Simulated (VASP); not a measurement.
# InP (F-43m) in VASP: settings compared, part 2 of 2

VASP 6.6.1. The steps go on from the part before.

## (4) Single point, r2SCAN

This run uses another cell than the first one, of 23.66 Å³/atom.

File POSCAR:

```
InP
1.0
    0.0000000000      2.8706770916      2.8706770916
    2.8706770916      0.0000000000      2.8706770916
    2.8706770916      2.8706770916      0.0000000000
In P
1 1
Direct
    0.0000000000      0.0000000000      0.0000000000
    0.7500000000      0.7500000000      0.7500000000
```

File INCAR.step1:

```
  PREC = Accurate
  ENCUT = 520
  ISMEAR = -1
  SIGMA = 0.05
  LREAL = False
  LASPH = True
  NELM = 60
  NBANDS = 16
  GGA = PE
  ALGO = Normal
  EDIFF = 1E-4
  LWAVE = True
  LCHARG = False
```

File INCAR.step2:

```
  PREC = Accurate
  ENCUT = 520
  EDIFF = 1E-6
  ISMEAR = -1
  SIGMA = 0.05
  LREAL = False
  LASPH = True
  NELM = 60
  ALGO = Normal
  ISIF = 2
  LWAVE = False
  LCHARG = True
  METAGGA = R2SCAN
  LMIXTAU = True
  LELF = True
  LVHAR = True
  NBANDS = 16
  ISTART = 1
```

File KPOINTS:

```
Automatic mesh
0
Gamma
  8 8 8
```

Potentials or basis: VASP PAW PBE potentials, release 64 (In_d, P).

Command:

```
> cat potpaw_PBE.64/In_d/POTCAR potpaw_PBE.64/P/POTCAR > POTCAR
> cp INCAR.step1 INCAR
> mpirun -np 1 vasp_std > vasp.out
> cp INCAR.step2 INCAR
> mpirun -np 1 vasp_std > vasp.out
```

OUTCAR:

```text
PREC = Accurate
   ENCUT = 520
   EDIFF = 1E-6
   ISMEAR = -1
   LREAL = False
   LASPH = True
   NELM = 60
   ISIF = 2
   METAGGA = R2SCAN
   ISTART = 1

 ion  position               nearest neighbor table
   1  0.000  0.000  0.000-   2 2.49   2 2.49   2 2.49   2 2.49
   2  0.750  0.750  0.750-   1 2.49   1 2.49   1 2.49   1 2.49

  LATTYP: Found a face centered cubic cell.
 ALAT       =     5.7413541832

  Lattice vectors:

 A1 = (   0.0000000000,   2.8706770916,   2.8706770916)
 A2 = (   2.8706770916,   0.0000000000,   2.8706770916)
 A3 = (   2.8706770916,   2.8706770916,   0.0000000000)

Analysis of symmetry for initial positions (statically):
=====================================================================
 Subroutine PRICEL returns:
 Original cell was already a primitive cell.

 Routine SETGRP: Setting up the symmetry group for a
 face centered cubic supercell.

 Subroutine GETGRP returns: Found 24 space group operations
 (whereof 24 operations were pure point group operations)
 out of a pool of 48 trial point group operations.

The static configuration has the point symmetry T_d .

Analysis of symmetry for dynamics (positions and initial velocities):
=====================================================================
 Subroutine PRICEL returns:
 Original cell was already a primitive cell.

 Routine SETGRP: Setting up the symmetry group for a
 face centered cubic supercell.

 Subroutine GETGRP returns: Found 24 space group operations
 (whereof 24 operations were pure point group operations)
 out of a pool of 48 trial point group operations.

The dynamic configuration has the point symmetry T_d .

 Subroutine INISYM returns: Found 24 space group operations
[... 108 lines left out ...]
   NELECT =      18.0000    total number of electrons
   NUPDOWN=      -1.0000    fix difference up-down
   EMIN   =  10.00;   EMAX   =-10.00  energy-range for DOS
   EFERMI =   0.00;   METHOD = LEGACY
   ISMEAR =    -1;   SIGMA  =   0.05  broadening in eV -4-tet -1-fermi 0-gaus
   EFERMI_NEDOS =   21; number of points for ismear=-14 and -15
   IALGO  =     38    algorithm
   IMIX   =      4    mixing-type and parameters
     AMIX     =   0.40;   BMIX     =  1.00
     AMIX_MAG =   1.60;   BMIX_MAG =  1.00
  volume/ion in A,a.u.               =      23.66       159.64
  Fermi-wavevector in a.u.,A,eV,Ry     =   1.186237  2.241662 19.145537  1.407157
  Thomas-Fermi vector in A             =   2.322414
   LORBIT       =      0    0 simple, 1 ext, 2 COOP (PROOUT), +10 PAW based schemes
   METAGGA = R2SCAN    functional components
   LHFCALC =     F    Hartree Fock is set to
   AEXX    =    0.0000 exact exchange contribution
   IVDW    =     0    specifies the selected vdW correction
   LEPSILON=     F    determine dielectric tensor
   LRPA    =     F    only Hartree local field effects (RPA)
 non-spin polarized calculation
  energy-cutoff  :      520.00
  volume of cell :       47.31
 maximum number of plane-waves:      1288
   NGX = 15   NGY = 15   NGZ = 15

 number of electron      17.9999999 magnetization

 Free energy of the ion-electron system (eV)
  ---------------------------------------------------
  ext. energy  EPLUGINS =         0.00000000
  ---------------------------------------------------
  free energy    TOTEN  =       -32.21329198 eV

  energy without entropy =      -32.21329197  energy(sigma->0) =      -32.21329198

 E-fermi :   6.5133     XC(G=0): -10.1767

 val. band max:        5.7204436363   @ k =   0.0000   0.0000   0.0000
 cond. band min:       7.2490227358   @ k =   0.0000   0.0000   0.0000
 fundamental gap:      1.5285790994
 Fermi energy:         6.5133336865

 k-point     1 :       0.0000    0.0000    0.0000
  band No.  band energies     occupation
      1      -9.0743      2.00000
      2      -9.0743      2.00000
      3      -9.0743      2.00000
      4      -8.8580      2.00000
      5      -8.8580      2.00000
      6      -6.7387      2.00000
[... 433 lines left out ...]
      3      -8.9818      2.00000
      4      -8.8665      2.00000
      5      -8.8414      2.00000
      6      -4.3385      2.00000
[... 8 lines left out ...]
     15      17.1777      0.00000
     16      17.9709      0.00000

 [... further k-points ...]

------------------------ aborting loop because EDIFF is reached ----------------------------------------

  FORCE on cell =-STRESS in cart. coord.  units (eV):
  Direction    XX          YY          ZZ          XY          YZ          ZX
  --------------------------------------------------------------------------------------
  -------------------------------------------------------------------------------------
  Total        2.0462529      2.0462529      2.0462529     -0.0000000      0.0000000      0.0000000
  in kB       69.2926009     69.2926009     69.2926009     -0.0000000      0.0000000      0.0000000
  external PRESSURE =      69.2926009 kB  Pullay stress =       0.0000000 kB

 VOLUME and BASIS-vectors are now :
 -----------------------------------------------------------------------------
  energy-cutoff  :      520.00
  volume of cell :       47.31
      direct lattice vectors                 reciprocal lattice vectors
     0.000000000  2.870677092  2.870677092    -0.174174936  0.174174936  0.174174936
     2.870677092  0.000000000  2.870677092     0.174174936 -0.174174936  0.174174936
     2.870677092  2.870677092  0.000000000     0.174174936  0.174174936 -0.174174936

 POSITION                                       TOTAL-FORCE (eV/Angst)
 -----------------------------------------------------------------------------------
      0.00000      0.00000      0.00000         0.000000      0.000000      0.000000
      4.30602      4.30602      4.30602        -0.000000     -0.000000     -0.000000
 -----------------------------------------------------------------------------------
    total drift:                                0.000002      0.000002      0.000002

  FREE ENERGIE OF THE ION-ELECTRON SYSTEM (eV)
  ---------------------------------------------------
  free  energy   TOTEN  =       -32.2132919772 eV

  energy  without entropy=      -32.2132919745  energy(sigma->0) =      -32.21329198
```

Wall time 98 s (1 thread of Intel Xeon 8259CL, shared host); peak memory 0.18 GiB.

Results:

| Item | Value |
| --- | --- |
| Free energy | -32.2133 eV |
| Pressure | 6.9 GPa |
| Band gap on the k mesh | 1.53 eV |

Levels at points of the mesh, in eV from the valence-band top:
```
           k point  band 7  band 8  band 9  band 10  band 11  band 12
(0.00, 0.00, 0.00)    0.00    0.00    0.00     1.53     4.43     4.43
(0.50, 0.00, 0.00)   -6.24   -1.11   -1.11     2.03     5.16     5.16
(0.50, 0.50, 0.00)   -6.17   -2.64   -2.64     1.90     2.54    10.33
```

Caveat: the cell stands under pressure; the PAW data sets were made with another functional, which shifts forces and pressure a little; spin-orbit coupling is left out, which moves the levels of the heavy elements.

## (5) Single point, r2SCAN

This run uses another cell than the first one, of 24.16 Å³/atom.

File POSCAR:

```
InP
1.0
    0.0000000000      2.8908937935      2.8908937935
    2.8908937935      0.0000000000      2.8908937935
    2.8908937935      2.8908937935      0.0000000000
In P
1 1
Direct
    0.0000000000      0.0000000000      0.0000000000
    0.7500000000      0.7500000000      0.7500000000
```

File INCAR.step1:

```
SYSTEM = InP
PREC     = Accurate       ! precision mode
ENCUT    = 520            ! plane-wave cutoff, eV
ISMEAR   = -1             ! smearing method
SIGMA    = 0.05           ! smearing width, eV
LREAL    = .False.        ! projectors in reciprocal space
LASPH    = .True.         ! aspherical terms in the spheres
NELM     = 60             ! most SCF steps
NBANDS   = 16             ! bands
GGA      = PE             ! functional
ALGO     = Normal         ! electronic algorithm
EDIFF    = 1E-4           ! SCF threshold, eV
LWAVE    = .True.         ! write WAVECAR
LCHARG   = .False.        ! write CHGCAR
```

File INCAR.step2:

```
SYSTEM = InP
PREC     = Accurate       ! precision mode
ENCUT    = 520            ! plane-wave cutoff, eV
EDIFF    = 1E-6           ! SCF threshold, eV
ISMEAR   = -1             ! smearing method
SIGMA    = 0.05           ! smearing width, eV
LREAL    = .False.        ! projectors in reciprocal space
LASPH    = .True.         ! aspherical terms in the spheres
NELM     = 60             ! most SCF steps
ALGO     = Normal         ! electronic algorithm
ISIF     = 2              ! what is computed and relaxed
LWAVE    = .False.        ! write WAVECAR
LCHARG   = .False.        ! write CHGCAR
METAGGA  = R2SCAN         ! meta-GGA
LMIXTAU  = .True.       
NBANDS   = 16             ! bands
ISTART   = 1
```

File KPOINTS:

```
regular mesh
0
Gamma
  8 8 8
  0 0 0
```

Command:

```
> cat potpaw_PBE.64/In_d/POTCAR potpaw_PBE.64/P/POTCAR > POTCAR
> cp INCAR.step1 INCAR
> mpirun -np 1 vasp_std > vasp.out
> cp INCAR.step2 INCAR
> mpirun -np 1 vasp_std > vasp.out
```

Wall time 2.4 min (1 thread of Intel Xeon 8259CL, shared host); peak memory 0.18 GiB.

It converged, with:

```
Free energy            : -32.2508 eV
Pressure               : 4.9 GPa
Band gap on the k mesh : 1.41 eV
```

Levels at points of the mesh, in eV from the valence-band top:
```tsv
k point	band 6	band 7	band 8	band 9	band 10	band 11	band 12	band 13
(0.00, 0.00, 0.00)	-12.30	0.00	0.00	0.00	1.41	4.44	4.44	4.44
(0.50, 0.00, 0.00)	-10.34	-6.12	-1.07	-1.07	1.97	5.16	5.16	7.64
(0.50, 0.50, 0.00)	-9.62	-6.07	-2.56	-2.56	1.94	2.54	10.18	10.60
```

Caveat: the cell stands under pressure; the PAW data sets were made with another functional, which shifts forces and pressure a little; spin-orbit coupling is left out, which moves the levels of the heavy elements.

## (6) Single point, r2SCAN

This run uses another cell than the first one, of 24.66 Å³/atom.

File POSCAR:

```
InP
1.0
    0.0000000000      2.9108316221      2.9108316221
    2.9108316221      0.0000000000      2.9108316221
    2.9108316221      2.9108316221      0.0000000000
In P
1 1
Direct
    0.0000000000      0.0000000000      0.0000000000
    0.7500000000      0.7500000000      0.7500000000
```

File INCAR.step1:

```
SYSTEM = InP
ALGO = Normal
EDIFF = 1E-4
ENCUT = 520
GGA = PE
ISMEAR = -1
LASPH = .True.
LCHARG = .False.
LREAL = .False.
LWAVE = .True.
NBANDS = 16
NELM = 60
PREC = Accurate
SIGMA = 0.05
```

File INCAR.step2:

```
SYSTEM = InP
ALGO = Normal
EDIFF = 1E-6
ENCUT = 520
ISIF = 2
ISMEAR = -1
ISTART = 1
LASPH = .True.
LCHARG = .False.
LMIXTAU = .True.
LREAL = .False.
LWAVE = .False.
METAGGA = R2SCAN
NBANDS = 16
NELM = 60
PREC = Accurate
SIGMA = 0.05
```

File KPOINTS:

```
k-points
0
Gamma
  8 8 8
  0 0 0
```

Potentials or basis: VASP PAW PBE potentials, release 64 (In_d, P).

Command:

```
> cat potpaw_PBE.64/In_d/POTCAR potpaw_PBE.64/P/POTCAR > POTCAR
> cp INCAR.step1 INCAR
> mpirun -np 1 vasp_std > vasp.out
> cp INCAR.step2 INCAR
> mpirun -np 1 vasp_std > vasp.out
```

Run time: 100 s. Hardware: 1 thread of Intel Xeon 8259CL, shared host; peak memory 0.19 GiB.

The run converged. Its results:

* Free energy: -32.2765 eV
* Pressure: 3.2 GPa
* Band gap on the k mesh: 1.29 eV

Levels at points of the mesh, in eV from the valence-band top:
| k point | band 5 | band 6 | band 7 | band 8 | band 9 | band 10 | band 11 | band 12 | band 13 | band 14 |
| --- | --- | --- | --- | --- | --- | --- | --- | --- | --- | --- |
| (0.00, 0.00, 0.00) | -14.51 | -12.15 | 0.00 | 0.00 | 0.00 | 1.29 | 4.44 | 4.44 | 4.44 | 9.23 |
| (0.50, 0.00, 0.00) | -14.49 | -10.27 | -6.00 | -1.04 | -1.04 | 1.92 | 5.16 | 5.16 | 7.59 | 10.21 |
| (0.50, 0.50, 0.00) | -14.47 | -9.57 | -5.97 | -2.48 | -2.48 | 1.97 | 2.55 | 10.03 | 10.46 | 10.46 |

Caveat: the cell stands under pressure; the PAW data sets were made with another functional, which shifts forces and pressure a little; spin-orbit coupling is left out, which moves the levels of the heavy elements. r2SCAN opens gaps a little over a GGA but as a rule still falls short of measured ones.

## (7) The runs side by side

```csv
task,level,cell,cutoff (eV),gap on the mesh (eV),pressure (GPa),relaxed volume (Å³/atom)
relaxation of cell and atoms,revPBE,"relaxed from a = 4.144 Å, angles 60.0°, 2 atoms",600,0.43,0.0,27.00
relaxation of cell and atoms,PBE,"relaxed from a = 4.144 Å, angles 60.0°, 2 atoms",600,0.44,0.0,26.44
single point,r2SCAN,"a = 4.060 Å, angles 60.0°, 2 atoms",520,1.53,6.9,-
single point,r2SCAN,"a = 4.088 Å, angles 60.0°, 2 atoms",520,1.41,4.9,-
single point,r2SCAN,"a = 4.117 Å, angles 60.0°, 2 atoms",520,1.29,3.2,-
```

Alike in all rows: potentials or basis VASP PAW PBE potentials, release 64 (In_d, P); no spin polarisation; k mesh 8 × 8 × 8; smearing fermi-dirac 0.05 eV.

Caveats: spin-orbit coupling is left out, which moves the levels of the heavy elements; the PAW data sets were made with another functional, which shifts forces and pressure a little (at least some runs); the cell stands under pressure (at least some runs).

Absolute energies hang on the potentials; compare differences alone.
